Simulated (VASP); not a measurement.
Write the native input for VASP 6.6.1 that does the following.

| Quantity | Value |
| --- | --- |
| Task | single point |
| Functional | PBE |
| Potentials or basis | VASP PAW PBE potentials, release 64 (Pd, Pt, Se) |
| Cutoff | 500 eV |
| k mesh | 4 × 4 × 4 |
| Occupations | gaussian, width 0.1 eV |
| Spin | collinear spin |
| Starting moments | [1.0, 1.0, 1.0, 1.0, 1.0, 1.0, 1.0, 1.0, 0.0, 0.0, 0.0, 0.0, 0.0, 0.0, 0.0, 0.0] μB |
| Dipole correction | no |
| Further INCAR settings | ALGO = Normal; EDIFF = 1e-06; NBANDS = 82 |

The structure of Pd3PtSe4 lies in POSCAR:

```
Pd3PtSe4
1.0
    6.8275244719      0.0000000000      0.0000000000
    0.0000000000      6.8275244719      0.0000000000
    0.0000000000      0.0000000000      7.0639791619
Pd Pt Se
6 2 8
Direct
    0.2603654743      0.5322935653      0.5000000000
    0.7396345257      0.4677064347      0.5000000000
    0.5322935653      0.7396345257      0.0000000000
    0.4677064347      0.2603654743      0.0000000000
    0.0000000000      0.0000000000      0.7500000000
    0.0000000000      0.0000000000      0.2500000000
    0.0000000000      0.5000000000      0.0000000000
    0.5000000000      0.0000000000      0.5000000000
    0.1921768183      0.3097551793      0.7727644197
    0.1921768183      0.3097551793      0.2272355803
    0.8078231817      0.6902448207      0.2272355803
    0.8078231817      0.6902448207      0.7727644197
    0.3097551793      0.8078231817      0.2727644197
    0.3097551793      0.8078231817      0.7272355803
    0.6902448207      0.1921768183      0.7272355803
    0.6902448207      0.1921768183      0.2727644197
```

One way to write it, as run:

INCAR

```
ALGO     = Normal         # electronic algorithm
EDIFF    = 1E-6           # SCF threshold, eV
ENCUT    = 500            # plane-wave cutoff, eV
GGA      = PE             # functional
GGA_COMPAT= F            
ISIF     = 2              # what is computed and relaxed
ISMEAR   = 0              # smearing method
ISPIN    = 2              # spin polarisation
KPAR     = 4            
LASPH    = T              # aspherical terms in the spheres
LCHARG   = T              # write CHGCAR
LMAXMIX  = 4              # l up to which the mixer works
LORBIT   = 11             # projections on sites
LREAL    = F              # projectors in reciprocal space
LVHAR    = T            
LWAVE    = F              # write WAVECAR
MAGMOM   = 1 1 1 1 1 1 1 1 0 0 0 0 0 0 0 0 # initial moments
NBANDS   = 82             # bands
NELM     = 200            # most SCF steps
PREC     = Accurate       # precision mode
SIGMA    = 0.1            # smearing width, eV
```

KPOINTS

```
k-points
0
Gamma
  4 4 4
```

Potentials or basis: VASP PAW PBE potentials, release 64 (Pd, Pt, Se).

Launch:

```bash
$ cat potpaw_PBE.64/Pd/POTCAR potpaw_PBE.64/Pt/POTCAR potpaw_PBE.64/Se/POTCAR > POTCAR
$ mpirun -np 4 vasp_std > vasp.out
```

Results of the run:

| Item | Value |
| --- | --- |
| Pressure | -0.1 GPa |
| Largest force | 0.047 eV/Å |
| Band gap on the k mesh | zero (filled and empty bands overlap) |
| Net moment | 0.00 μB per cell |
| Valence electrons inside the program's atomic spheres | Pd 9.41; Pt 9.38; Se 3.81 |

Caveat: spin-orbit coupling is left out, which moves the levels of the heavy elements.

It took 3.3 min on 4 MPI ranks on AMD EPYC 9R45 96-Core Processor (Zen 5), on a shared host, peak memory 0.9 GiB a rank.
